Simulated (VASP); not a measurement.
# AlSn (P-6m2) in VASP: further runs

Runs on AlSn. Level: PBE0. Tasks: single point.

Everything below comes from runs of VASP 6.6.1. Logs are shortened: lines on timing, memory, paths and dates and some standing lists are left out, and cuts for length are marked.

## (1) The cell of the first run

The structure is hexagonal, space group P-6m2 (No. 187). Conventional cell: a = 4.226 Å, b = 4.226 Å, c = 3.329 Å, α = 90.00°, β = 90.00°, γ = 120.00°. Within 3.9 Å of Sn (site symmetry -6m2) lie 6 Al at 2.95 Å and 2 Sn at 3.33 Å. Within 3.9 Å of Al (site symmetry -6m2) lie 6 Sn at 2.95 Å and 2 Al at 3.33 Å.

## (2) Single point, PBE0

File POSCAR:

```
AlSn
1.0
    4.2259084499      0.0000000000      0.0000000000
   -2.1129542249      3.6597440716      0.0000000000
    0.0000000000      0.0000000000      3.3287472872
Sn Al
1 1
Direct
    0.3333333333      0.6666666667      0.5000000000
    0.0000000000      0.0000000000      0.0000000000
```

File INCAR.step1:

```
PREC = Accurate ; ENCUT = 520
EDIFF = 1E-5 ; ISMEAR = -1
SIGMA = 0.05 ; LREAL = F
LASPH = T ; NELM = 80
ALGO = Normal ; ISIF = 2
LWAVE = T ; LCHARG = F
GGA = PE ; NBANDS = 16
```

File INCAR.step2:

```
PREC = Accurate ; ENCUT = 520
EDIFF = 1E-7 ; ISMEAR = -1
SIGMA = 0.05 ; LREAL = F
LASPH = T ; NELM = 80
ALGO = Normal ; ISIF = 2
LWAVE = F ; LCHARG = F
GGA = PE ; LHFCALC = T
AEXX = 0.25 ; PRECFOCK = Normal
ISTART = 1 ; NBANDS = 16
```

File KPOINTS:

```
regular mesh
0
Gamma
  4 4 4
```

Potentials or basis: VASP PAW PBE potentials, release 64 (Sn_d, Al).

Started as:

```console
$ cat potpaw_PBE.64/Sn_d/POTCAR potpaw_PBE.64/Al/POTCAR > POTCAR
$ cp INCAR.step1 INCAR
$ mpirun -np 1 vasp_std > vasp.out
$ cp INCAR.step2 INCAR
$ mpirun -np 1 vasp_std > vasp.out
```

OUTCAR:

```text
PREC = Accurate
   ENCUT = 520
   EDIFF = 1E-7
   ISMEAR = -1
   LREAL = F
   LASPH = T
   NELM = 80
   ISIF = 2
   GGA = PE
   LHFCALC = T
   AEXX = 0.25
   PRECFOCK = Normal
   ISTART = 1

 ion  position               nearest neighbor table
   1  0.333  0.667  0.500-   2 2.95   2 2.95   2 2.95   2 2.95   2 2.95   2 2.95
   2  0.000  0.000  0.000-   1 2.95   1 2.95   1 2.95   1 2.95   1 2.95   1 2.95

  LATTYP: Found a hexagonal cell.
 ALAT       =     4.2259084499
 C/A-ratio  =     0.7876998110

  Lattice vectors:

 A1 = (   4.2259084499,   0.0000000000,   0.0000000000)
 A2 = (  -2.1129542249,   3.6597440716,   0.0000000000)
 A3 = (   0.0000000000,   0.0000000000,   3.3287472872)

Analysis of symmetry for initial positions (statically):
=====================================================================
 Subroutine PRICEL returns:
 Original cell was already a primitive cell.

 Routine SETGRP: Setting up the symmetry group for a
 hexagonal supercell.

 Subroutine GETGRP returns: Found 12 space group operations
 (whereof 12 operations were pure point group operations)
 out of a pool of 24 trial point group operations.

The static configuration has the point symmetry D_3h.

Analysis of symmetry for dynamics (positions and initial velocities):
=====================================================================
 Subroutine PRICEL returns:
 Original cell was already a primitive cell.

 Routine SETGRP: Setting up the symmetry group for a
 hexagonal supercell.

 Subroutine GETGRP returns: Found 12 space group operations
 (whereof 12 operations were pure point group operations)
 out of a pool of 24 trial point group operations.

The dynamic configuration has the point symmetry D_3h.

 Subroutine INISYM returns: Found 12 space group operations
 (whereof 12 operations are pure point group operations),
 and found     1 'primitive' translations

----------------------------------------------------------------------------------------

[... 78 lines left out ...]
   NELM   =     80;   NELMIN=  2; NELMDL=  0     # of ELM steps
   EDIFF  = 0.1E-06   stopping-criterion for ELM
   LREAL  =      F    real-space projection
   EDIFFG = 0.1E-05   stopping-criterion for IOM
   NSW    =      0    number of steps for IOM
   IBRION =     -1    ionic relax: 0-MD 1-quasi-New 2-CG
   NFREE  =      0    steps in history (QN), initial steepest desc. (CG)
   ISIF   =      2    stress and relaxation
   ISYM   =      3    0-nonsym 1-usesym 2-fastsym
   POTIM  = 0.5000    time-step for ionic-motion
   TEBEG  =    0.0;   TEEND  =   0.0 temperature during run
   PSTRESS=    0.0 pullay stress
   NELECT =      17.0000    total number of electrons
   NUPDOWN=      -1.0000    fix difference up-down
   EMIN   =  10.00;   EMAX   =-10.00  energy-range for DOS
   EFERMI =   0.00;   METHOD = LEGACY
   ISMEAR =    -1;   SIGMA  =   0.05  broadening in eV -4-tet -1-fermi 0-gaus
   EFERMI_NEDOS =   21; number of points for ismear=-14 and -15
   IALGO  =     38    algorithm
   IMIX   =      1    mixing-type and parameters
     AMIX     =   0.40;   BMIX     =  1.00
     AMIX_MAG =   1.60;   BMIX_MAG =  1.00
  volume/ion in A,a.u.               =      25.74       173.71
  Fermi-wavevector in a.u.,A,eV,Ry     =   1.131550  2.138320 17.420988  1.280406
  Thomas-Fermi vector in A             =   2.268250
   LORBIT       =      0    0 simple, 1 ext, 2 COOP (PROOUT), +10 PAW based schemes
   GGA     = PE    functional components
   LHFCALC =     T    Hartree Fock is set to
   PRECFOCK=normal    Normal, Fast or Accurate (Low or Medium for compatibility)
   ENCUT4O =  -1.0   cutoff for four orbital integrals eV
   NKREDX  =     1    reduce k-point grid by
   NKREDY  =     1    reduce k-point grid by
   NKREDZ  =     1    reduce k-point grid by
   AEXX    =    0.2500 exact exchange contribution
   HFSCREEN=    0.0000 screening length (either q_TF or 0.3 A-1)
   HFSCREENC=   0.0000 screening length for correlation (either q_TF or 0.3 A-1)
   ENCUTFOCK=  -1.0 apply spherical cutoff to Coloumb kernel
   IVDW    =     0    specifies the selected vdW correction
   LEPSILON=     F    determine dielectric tensor
   LRPA    =     F    only Hartree local field effects (RPA)
 non-spin polarized calculation
  energy-cutoff  :      520.00
  volume of cell :       51.48
 maximum number of plane-waves:      1416
 NGX is ok and might be reduce to    32
  NGX = 24; NGY = 24; NGZ = 20

 number of electron      17.0000000 magnetization

 Free energy of the ion-electron system (eV)
  ---------------------------------------------------
  ext. energy  EPLUGINS =         0.00000000
  ---------------------------------------------------
  free energy    TOTEN  =        -8.77914759 eV

  energy without entropy =       -8.77060691  energy(sigma->0) =       -8.77487725

 E-fermi :   5.6702     XC(G=0):  -7.4910

 val. band max:        5.5894430700   @ k =   0.2500  -0.0000   0.2500
 cond. band min:       6.2078282429   @ k =   0.0000   0.0000   0.0000
 fundamental gap:      0.6183851729
 Fermi energy:         5.6701687860

 k-point     1 :       0.0000    0.0000    0.0000
  band No.  band energies     occupation
      1     -17.7589      2.00000
      2     -17.6808      2.00000
      3     -17.6808      2.00000
      4     -17.6401      2.00000
      5     -17.6401      2.00000
      6      -5.9086      2.00000
[... 205 lines left out ...]
      3     -17.6687      2.00000
      4     -17.6583      2.00000
      5     -17.5790      2.00000
      6      -0.6827      2.00000
[... 8 lines left out ...]
     15      15.7372      0.00000
     16      20.3550      0.00000

------------------------ aborting loop because EDIFF is reached ----------------------------------------

  FORCE on cell =-STRESS in cart. coord.  units (eV):
  Direction    XX          YY          ZZ          XY          YZ          ZX
  --------------------------------------------------------------------------------------
  -------------------------------------------------------------------------------------
  Total       -1.4579697     -1.4579697      2.2342100     -0.0000000     -0.0000000      0.0000000
  in kB      -45.3740403    -45.3740403     69.5317154     -0.0000000     -0.0000000      0.0000000
  external PRESSURE =      -7.0721218 kB  Pullay stress =       0.0000000 kB

 VOLUME and BASIS-vectors are now :
 -----------------------------------------------------------------------------
  energy-cutoff  :      520.00
  volume of cell :       51.48
      direct lattice vectors                 reciprocal lattice vectors
     4.225908450  0.000000000  0.000000000     0.236635510  0.136621575  0.000000000
    -2.112954225  3.659744072  0.000000000     0.000000000  0.273243150  0.000000000
     0.000000000  0.000000000  3.328747287     0.000000000  0.000000000  0.300413313

 POSITION                                       TOTAL-FORCE (eV/Angst)
 -----------------------------------------------------------------------------------
     -0.00000      2.43983      1.66437         0.000000     -0.000000      0.000000
      0.00000      0.00000      0.00000        -0.000000      0.000000      0.000000
 -----------------------------------------------------------------------------------
    total drift:                                0.000008     -0.000007     -0.000000

  FREE ENERGIE OF THE ION-ELECTRON SYSTEM (eV)
  ---------------------------------------------------
  free  energy   TOTEN  =        -8.7791475943 eV

  energy  without entropy=       -8.7706069068  energy(sigma->0) =       -8.77487725
```

Wall time 4.7 min (1 thread of Intel Xeon Platinum 8488C (Sapphire Rapids), shared host); peak memory 0.18 GiB.

What came out:

| Item | Value |
| --- | --- |
| Free energy | -8.7791 eV |
| Pressure | -0.7 GPa |
| Band gap on the k mesh | zero (an odd number of electrons rules out a gap without spin polarisation) |

Caveat: the k points lie up to 0.47 Å⁻¹ apart, too coarse for converged energies and pressures of a metal; the PAW data sets were made with another functional, which shifts forces and pressure a little; spin-orbit coupling is left out, which moves the levels of the heavy elements.

## (3) Single point, PBE0

This run uses another cell than the first one, of 26.25 Å³/atom.

File POSCAR:

```
AlSn
1.0
    4.2533501828      0.0000000000      0.0000000000
   -2.1266750913      3.6835093094      0.0000000000
    0.0000000000      0.0000000000      3.3503631350
Sn Al
1 1
Direct
    0.3333333333      0.6666666667      0.5000000000
    0.0000000000      0.0000000000      0.0000000000
```

File INCAR.step1:

```
ALGO = Normal
EDIFF = 1E-5
ENCUT = 520
GGA = PE
ISIF = 2
ISMEAR = -1
LASPH = T
LCHARG = F
LREAL = F
LWAVE = T
NBANDS = 16
NELM = 100
PREC = Accurate
SIGMA = 0.05
```

File INCAR.step2:

```
AEXX = 0.25
ALGO = Normal
EDIFF = 1E-6
ENCUT = 520
GGA = PE
ISIF = 2
ISMEAR = -1
ISTART = 1
LASPH = T
LCHARG = F
LHFCALC = T
LREAL = F
LWAVE = F
NBANDS = 16
NELM = 100
PREC = Accurate
PRECFOCK = Normal
SIGMA = 0.05
```

File KPOINTS:

```
k-points
0
Gamma
  4 4 4
```

Potentials or basis: VASP PAW PBE potentials, release 64 (Sn_d, Al).

Started as:

```console
$ cat potpaw_PBE.64/Sn_d/POTCAR potpaw_PBE.64/Al/POTCAR > POTCAR
$ cp INCAR.step1 INCAR
$ mpirun -np 1 vasp_std > vasp.out
$ cp INCAR.step2 INCAR
$ mpirun -np 1 vasp_std > vasp.out
```

It took 4.2 min on 1 thread of Intel Xeon Platinum 8488C (Sapphire Rapids), shared host; peak memory 0.18 GiB.

Results (log left out):

```yaml
Free_energy: -8.7719 eV
Pressure: -1.7 GPa
Band_gap_on_the_k_mesh: zero (an odd number of electrons rules out a gap without spin polarisation)
```

Stress tensor (GPa, compression positive):
```
-5.22  0.00  0.00
 0.00 -5.22  0.00
 0.00  0.00  5.43
```

Levels at points of the mesh, in eV from the Fermi level:
```csv
k point,band 4,band 5,band 6,band 7,band 8,band 9,band 10,band 11,band 12,band 13
"(0.00, 0.00, 0.00)",-23.33,-23.33,-11.46,0.53,0.53,1.64,3.68,4.33,4.33,6.44
"(0.50, 0.00, 0.00)",-23.34,-23.33,-9.43,-6.98,-1.95,1.63,5.63,7.86,8.51,9.29
"(0.00, 0.00, 0.50)",-23.36,-23.28,-8.16,-6.90,3.81,3.81,4.85,4.85,4.94,5.45
"(0.50, 0.00, 0.50)",-23.34,-23.27,-6.27,-4.60,-3.34,-2.46,2.20,3.47,5.00,5.21
```

Caveat: the k points lie up to 0.47 Å⁻¹ apart, too coarse for converged energies and pressures of a metal; the PAW data sets were made with another functional, which shifts forces and pressure a little; spin-orbit coupling is left out, which moves the levels of the heavy elements.

## (4) Single point, PBE0

This run uses another cell than the first one, of 26.75 Å³/atom.

File POSCAR:

```
AlSn
1.0
    4.2804423157      0.0000000000      0.0000000000
   -2.1402211578      3.7069717847      0.0000000000
    0.0000000000      0.0000000000      3.3717036030
Sn Al
1 1
Direct
    0.3333333333      0.6666666667      0.5000000000
    0.0000000000      0.0000000000      0.0000000000
```

File INCAR.step1:

```
SYSTEM = AlSn
  ALGO = Normal
  EDIFF = 1E-5
  ENCUT = 520
  GGA = PE
  ISIF = 2
  ISMEAR = -1
  LASPH = .TRUE.
  LCHARG = .FALSE.
  LREAL = .FALSE.
  LWAVE = .TRUE.
  NBANDS = 16
  NELM = 60
  PREC = Accurate
  SIGMA = 0.05
```

File INCAR.step2:

```
SYSTEM = AlSn
  AEXX = 0.25
  ALGO = Normal
  EDIFF = 1E-6
  ENCUT = 520
  GGA = PE
  ISIF = 2
  ISMEAR = -1
  ISTART = 1
  LASPH = .TRUE.
  LCHARG = .FALSE.
  LHFCALC = .TRUE.
  LREAL = .FALSE.
  LWAVE = .FALSE.
  NBANDS = 16
  NELM = 60
  PREC = Accurate
  PRECFOCK = Normal
  SIGMA = 0.05
```

File KPOINTS:

```
k-points
0
G
  4 4 4
  0 0 0
```

Started as:

```console
$ cat potpaw_PBE.64/Sn_d/POTCAR potpaw_PBE.64/Al/POTCAR > POTCAR
$ cp INCAR.step1 INCAR
$ mpirun -np 1 vasp_std > vasp.out
$ cp INCAR.step2 INCAR
$ mpirun -np 1 vasp_std > vasp.out
```

Run time: 4.3 min. Hardware: 1 thread of Intel Xeon Platinum 8488C (Sapphire Rapids), shared host; peak memory 0.18 GiB.

Results (log left out):

| Property | Result |
| --- | --- |
| Free energy | -8.7589 eV |
| Pressure | -2.5 GPa |
| Band gap on the k mesh | zero (an odd number of electrons rules out a gap without spin polarisation) |

Stress tensor (GPa, compression positive):
```
-5.82  0.00  0.00
 0.00 -5.82  0.00
 0.00  0.00  4.04
```

Levels at points of the mesh, in eV from the Fermi level:
```csv
k point,band 4,band 5,band 6,band 7,band 8,band 9,band 10,band 11,band 12,band 13
"(0.00, 0.00, 0.00)",-23.35,-23.35,-11.35,0.52,0.52,1.49,3.62,4.30,4.30,6.39
"(0.50, 0.00, 0.00)",-23.36,-23.35,-9.36,-6.92,-1.92,1.60,5.54,7.74,8.40,9.13
"(0.00, 0.00, 0.50)",-23.38,-23.30,-8.11,-6.82,3.75,3.75,4.78,4.78,4.80,5.32
"(0.50, 0.00, 0.50)",-23.36,-23.29,-6.28,-4.55,-3.29,-2.46,2.18,3.42,4.96,5.15
```

Caveat: the k points lie up to 0.47 Å⁻¹ apart, too coarse for converged energies and pressures of a metal; the PAW data sets were made with another functional, which shifts forces and pressure a little; spin-orbit coupling is left out, which moves the levels of the heavy elements.

## (5) The runs side by side

```tsv
cell	gap on the mesh (eV)	pressure (GPa)
a = 4.226, b = 4.226, c = 3.329 Å, angles 90.0, 90.0, 120.0°, 2 atoms	none	-0.7
a = 4.253, b = 4.253, c = 3.350 Å, angles 90.0, 90.0, 120.0°, 2 atoms	none	-1.7
a = 4.280, b = 4.280, c = 3.372 Å, angles 90.0, 90.0, 120.0°, 2 atoms	none	-2.5
```

Alike in all rows: task single point; level PBE0; potentials or basis VASP PAW PBE potentials, release 64 (Sn_d, Al); no spin polarisation; k mesh 4 × 4 × 4; cutoff (eV) 520; smearing fermi-dirac 0.05 eV.

Caveats: all runs use coarse meshes; the PAW data sets were made with another functional, which shifts forces and pressure a little; spin-orbit coupling is left out, which moves the levels of the heavy elements.

Absolute energies hang on the potentials; compare differences alone.

The gap in the log of VASP goes by the Fermi energy; the results here count the filled bands.